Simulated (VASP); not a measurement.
BN:

```xyz
4
Lattice="2.5439 0.0000 0.0000 -1.2720 2.2031 0.0000 0.0000 0.0000 4.1657" Properties=species:S:1:pos:R:3 pbc="T T T"
B     0.0000    1.4688    0.0008
B     1.2720    0.7344    2.0837
N     0.0000    1.4688    1.5613
N     1.2720    0.7344    3.6442
```

This cell differs from its parent crystal: uniaxial z strain -1.0%.

Program: VASP 6.6.1. Alike in all runs: task single point; potentials or basis VASP PAW PBE potentials, release 64 (B, N); no spin polarisation; cell as given; cutoff (eV) 520.

Order these runs on this cell by their pressure, lowest first.
A. level PBE; k mesh 12 × 12 × 6; smearing fermi-dirac 0.02 eV
B. level HSE06; k mesh 9 × 9 × 4; smearing gaussian 0.01 eV; grid for exact exchange (PRECFOCK) Normal; share of exact exchange 0.25; screening parameter 0.2079 1/Å
C. level r2SCAN; k mesh 12 × 12 × 6; smearing gaussian 0.01 eV

B (0.1 GPa), C (5.3 GPa), A (9.0 GPa).

Caveats: the PAW data sets were made with another functional, which shifts forces and pressure a little (at least some runs); the cell stands under pressure (at least some runs).
